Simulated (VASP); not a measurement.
# NbAs in VASP: a series of runs, part 2 of 2

VASP 6.6.1. Earlier steps stand in the parts before.

## Step 3: Single point, PBE

This run uses another cell than the first one, of 16.69 Å³/atom, 0.708 times its volume.

The input, INCAR:

```
PREC     = Accurate       # precision mode
ENCUT    = 500            # plane-wave cutoff, eV
EDIFF    = 1E-6           # SCF threshold, eV
ISMEAR   = 0              # smearing method
SIGMA    = 0.2            # smearing width, eV
LREAL    = False          # projectors in reciprocal space
LASPH    = True           # aspherical terms in the spheres
NELM     = 120            # most SCF steps
ALGO     = Normal         # electronic algorithm
ISIF     = 2              # what is computed and relaxed
LWAVE    = False          # write WAVECAR
LCHARG   = False          # write CHGCAR
GGA      = PE             # functional
NBANDS   = 16             # bands
GGA_COMPAT= False
```

The input, KPOINTS:

```
Automatic mesh
0
Gamma
  7 7 4
```

The input, POSCAR:

```
NbAs
1.0
    2.2680236250     -2.2700658148      0.0000000000
    2.2680236250      2.2700658148      0.0000000000
    0.0000000000      0.0000000000      3.2423299437
Nb As
1 1
Direct
    0.0000000000      0.0000000000      0.0000000000
    0.5000000000      0.5000000000      0.5000000000
```

Potentials or basis: VASP PAW PBE potentials, release 64 (Nb_sv, As).

Command:

```bash
$ cat potpaw_PBE.64/Nb_sv/POTCAR potpaw_PBE.64/As/POTCAR > POTCAR
$ mpirun -np 1 vasp_std > vasp.out
```

OUTCAR:

```text
PREC = Accurate
   ENCUT = 500
   EDIFF = 1E-6
   ISMEAR = 0
   LREAL = False
   LASPH = True
   NELM = 120
   ISIF = 2
   GGA = PE

 ion  position               nearest neighbor table
   1  0.000  0.000  0.000-   2 2.79   2 2.79   2 2.79   2 2.79   2 2.79   2 2.79   2 2.79   2 2.79

   2  0.500  0.500  0.500-   1 2.79   1 2.79   1 2.79   1 2.79   1 2.79   1 2.79   1 2.79   1 2.79

  LATTYP: Found a base centered orthorhombic cell.
 ALAT       =     4.5360472500
 B/A-ratio  =     1.0009004270
 C/A-ratio  =     0.7147919246

  Lattice vectors:

 A1 = (   2.2680236250,  -2.2700658148,   0.0000000000)
 A2 = (   2.2680236250,   2.2700658148,   0.0000000000)
 A3 = (   0.0000000000,   0.0000000000,   3.2423299437)

Analysis of symmetry for initial positions (statically):
=====================================================================
 Subroutine PRICEL returns:
 Original cell was already a primitive cell.

 Routine SETGRP: Setting up the symmetry group for a
 base centered orthorhombic supercell.

 Subroutine GETGRP returns: Found  8 space group operations
 (whereof  8 operations were pure point group operations)
 out of a pool of  8 trial point group operations.
[... 157 lines left out ...]
  ext. energy  EPLUGINS =         0.00000000
  ---------------------------------------------------
  free energy    TOTEN  =       -15.71762160 eV

  energy without entropy =      -15.68525271  energy(sigma->0) =      -15.70143715

 E-fermi :  10.4724     XC(G=0): -12.1406

 val. band max:       10.4505558201   @ k =  -0.2857   0.2857   0.5000
 cond. band min:      10.4838195295   @ k =   0.2857   0.2857   0.2500
 fundamental gap:      0.0332637094
 Fermi energy:        10.4724453811

 k-point     1 :       0.0000    0.0000    0.0000
  band No.  band energies     occupation
      1     -44.7221      2.00000
      2     -20.6619      2.00000
      3     -20.6616      2.00000
      4     -20.6233      2.00000
      5      -3.1366      2.00000
      6       7.7180      2.00000
[... 433 lines left out ...]
      3     -20.7384      2.00000
      4     -20.6768      2.00000
      5      -0.7553      2.00000
      6       4.7389      2.00000
[... 8 lines left out ...]
     15      19.9515      0.00000
     16      20.4782      0.00000

 [... further k-points ...]
[... 5 lines left out ...]
  --------------------------------------------------------------------------------------
  -------------------------------------------------------------------------------------
  Total        0.0291935     -0.0082648      0.0061254      0.0000000      0.0000000      0.0000000
  in kB        1.4009519     -0.3966156      0.2939482      0.0000000      0.0000000      0.0000000
  external PRESSURE =       0.4327615 kB  Pullay stress =       0.0000000 kB

 VOLUME and BASIS-vectors are now :
 -----------------------------------------------------------------------------
  energy-cutoff  :      500.00
  volume of cell :       33.39
      direct lattice vectors                 reciprocal lattice vectors
     2.268023625 -2.270065815  0.000000000     0.220456257 -0.220257931  0.000000000
     2.268023625  2.270065815  0.000000000     0.220456257  0.220257931  0.000000000
     0.000000000  0.000000000  3.242329944     0.000000000  0.000000000  0.308420185

 POSITION                                       TOTAL-FORCE (eV/Angst)
 -----------------------------------------------------------------------------------
      0.00000      0.00000      0.00000         0.000000      0.000000      0.000000
      2.26802      0.00000      1.62116        -0.000000     -0.000000      0.000000
 -----------------------------------------------------------------------------------
    total drift:                                0.000000      0.000000      0.000000

  FREE ENERGIE OF THE ION-ELECTRON SYSTEM (eV)
  ---------------------------------------------------
  free  energy   TOTEN  =       -15.7176215956 eV

  energy  without entropy=      -15.6852527088  energy(sigma->0) =      -15.70143715
```

OSZICAR:

```text
N       E                     dE             d eps       ncg     rms          rms(c)
DAV:   1     0.136879648638E+03    0.13688E+03   -0.92484E+03  1536   0.108E+03
DAV:   2    -0.106852716986E+02   -0.14756E+03   -0.14139E+03  1992   0.346E+02
DAV:   3    -0.164517611456E+02   -0.57665E+01   -0.56802E+01  2272   0.596E+01
DAV:   4    -0.166533047091E+02   -0.20154E+00   -0.20122E+00  2056   0.105E+01
DAV:   5    -0.166591104259E+02   -0.58057E-02   -0.58051E-02  2248   0.169E+00    0.735E+00
DAV:   6    -0.157435680959E+02    0.91554E+00   -0.24666E+00  2312   0.142E+01    0.224E+00
DAV:   7    -0.157251034482E+02    0.18465E-01   -0.11421E-01  1848   0.264E+00    0.136E+00
DAV:   8    -0.157175186050E+02    0.75848E-02   -0.31741E-02  2136   0.135E+00    0.252E-01
DAV:   9    -0.157175985066E+02   -0.79902E-04   -0.33818E-03  2032   0.403E-01    0.132E-01
DAV:  10    -0.157176324454E+02   -0.33939E-04   -0.40461E-04  2136   0.201E-01    0.166E-02
DAV:  11    -0.157176225011E+02    0.99443E-05   -0.27940E-05  2040   0.554E-02    0.191E-02
DAV:  12    -0.157176215956E+02    0.90549E-06   -0.16119E-06  1512   0.156E-02
   1 F= -.15717622E+02 E0= -.15701437E+02  d E =-.323689E-01
```

stdout:

```text
POSCAR found type information on POSCAR NbAs
 POSCAR found :  2 types and       2 ions
 scaLAPACK will be used
 LDA part: xc-table for (Slater+PW92), standard interpolation
 POSCAR, INCAR and KPOINTS ok, starting setup
 FFT: planning ... GRIDC
 FFT: planning ... GRID_SOFT
 FFT: planning ... GRID
 WAVECAR not read
 entering main loop
```

Wall time 23 s (1 thread of Intel Xeon 8259CL, shared host); peak memory 0.15 GiB.

What came out:

| Quantity | Value |
| --- | --- |
| Free energy | -15.7176 eV |
| Pressure | 0.0 GPa |
| Band gap on the k mesh | zero (band 9 reaches 12.69 eV, above the bottom of band 10 at 10.45 eV) |

Levels at points of the mesh, in eV from the Fermi level:
| k point | band 7 | band 8 | band 9 | band 10 | band 11 | band 12 |
| --- | --- | --- | --- | --- | --- | --- |
| (0.00, 0.00, 0.00) | -2.71 | 0.22 | 0.45 | 0.45 | 1.73 | 1.73 |
| (0.00, 0.00, 0.50) | -2.05 | -2.03 | -1.91 | 2.04 | 3.13 | 5.96 |

Caveat: the k points lie up to 0.48 Å⁻¹ apart.
